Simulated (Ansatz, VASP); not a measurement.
# TaN, level by level in two programs

```
Ta N
1.0
     0.00000    2.16618    2.16618
     2.16618    0.00000    2.16618
     2.16618    2.16618    0.00000
Ta N
1 1
Direct
  0.50000 0.50000 0.50000
  0.00000 0.00000 0.00000
```

Single points on this cell with VASP 6.6.1 and Ansatz 0.2.0. Each row is one pair of runs. Alike in all rows: spin: off; smearing: fermi-dirac, width 0.05 eV.

```csv
level,k mesh,"VASP's potentials, cutoff","Ansatz's potentials, cutoff","gap on the k mesh at the Fermi level (eV), VASP","gap on the k mesh at the Fermi level (eV), Ansatz","pressure (GPa), VASP","pressure (GPa), Ansatz"
LDA,10 × 10 × 10,"VASP PAW LDA potentials, release 64 (Ta_sv_GW, N), 600 eV","Ansatz PAW, 420 eV",none,none,5.4,4.1
LDA,10 × 10 × 10,"VASP PAW LDA potentials, release 64 (Ta_pv, N), 600 eV","Ansatz PAW, 420 eV",none,none,6.3,4.1
PBEsol+D3(BJ),10 × 10 × 10,"VASP PAW PBE potentials, release 64 (Ta_pv, N), 600 eV","Ansatz PAW, 420 eV",none,none,4.6,3.5
BLYP+D3(BJ),10 × 10 × 10,"VASP PAW PBE potentials, release 64 (Ta_pv, N), 600 eV","Ansatz PAW, 420 eV",none,none,17.8,15.4
PBE,10 × 10 × 10,"VASP PAW PBE potentials, release 64 (Ta_sv_GW, N), 600 eV","Ansatz PAW, 420 eV",none,none,21.8,21.7
r2SCAN,10 × 10 × 10,"VASP PAW PBE potentials, release 64 (Ta_sv_GW, N), 660 eV","Ansatz PAW, 500 eV",none,none,17.0,16.9
PBE0,6 × 6 × 6,"VASP PAW PBE potentials, release 64 (Ta_pv, N), 520 eV","Ansatz PAW, 420 eV",none,?,13.4,?
```

Problem. Fill in what Ansatz gave in row 7.

Solution. gap on the k mesh at the Fermi level (eV): none; pressure (GPa): 13.7.

VASP's potentials hold 16 valence electrons a cell and Ansatz's 18 in some rows, so a difference there can come from the potentials and not from the codes.

A gap of «none» marks a metal or a gap that the smearing closes.

The k mesh is coarse in some rows, so the values compare programs but aren't converged. Neither program's run includes spin-orbit coupling.
